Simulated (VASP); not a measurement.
Here is a VASP 6.6.1 calculation.

Contents of POSCAR:

```
CdSe
1.0
    4.2962398227      0.0000000000      0.0000000000
   -2.1481199113      3.7206528272      0.0000000000
    0.0000000000      0.0000000000      7.0060590700
Cd Se
2 2
Direct
    0.3333333333      0.6666666667      0.0045326091
    0.6666666667      0.3333333333      0.5045326091
    0.3333333333      0.6666666667      0.3804673909
    0.6666666667      0.3333333333      0.8804673909
```

INCAR.step1

```
SYSTEM = CdSe
ALGO = Normal ; EDIFF = 1E-4
ENCUT = 520 ; GGA = PE
ISMEAR = 0 ; LASPH = .True.
LCHARG = .False. ; LREAL = .False.
LWAVE = .True. ; NBANDS = 26
NELM = 60 ; PREC = Accurate
SIGMA = 0.02
```

File INCAR.step2:

```
SYSTEM = CdSe
ALGO = Normal ; EDIFF = 1E-7
ENCUT = 520 ; ISIF = 2
ISMEAR = 0 ; ISTART = 1
LASPH = .True. ; LCHARG = .False.
LMIXTAU = .True. ; LREAL = .False.
LWAVE = .False. ; METAGGA = R2SCAN
NBANDS = 26 ; NELM = 60
PREC = Accurate ; SIGMA = 0.02
```

KPOINTS

```
k-points
0
Gamma
  9 9 4
  0 0 0
```

Potentials or basis: VASP PAW PBE potentials, release 64 (Cd, Se).

Command:

```bash
$ cat potpaw_PBE.64/Cd/POTCAR potpaw_PBE.64/Se/POTCAR > POTCAR
$ cp INCAR.step1 INCAR
$ mpirun -np 1 vasp_std > vasp.out
$ cp INCAR.step2 INCAR
$ mpirun -np 1 vasp_std > vasp.out
```

Question: Predict the band gap on the k mesh.

Answer: 1.17 eV.

Question: Estimate the largest force.

Answer: 0.005 eV/Å.

Question: Predict the pressure.

Answer: 2.0 GPa.

Forces on the atoms (eV/Å):
```
Cd   0.000  0.000  0.005
Cd   0.000  0.000  0.005
Se   0.000  0.000 -0.005
Se   0.000  0.000 -0.005
```

Caveat: the PAW data sets were made with another functional, which shifts forces and pressure a little.
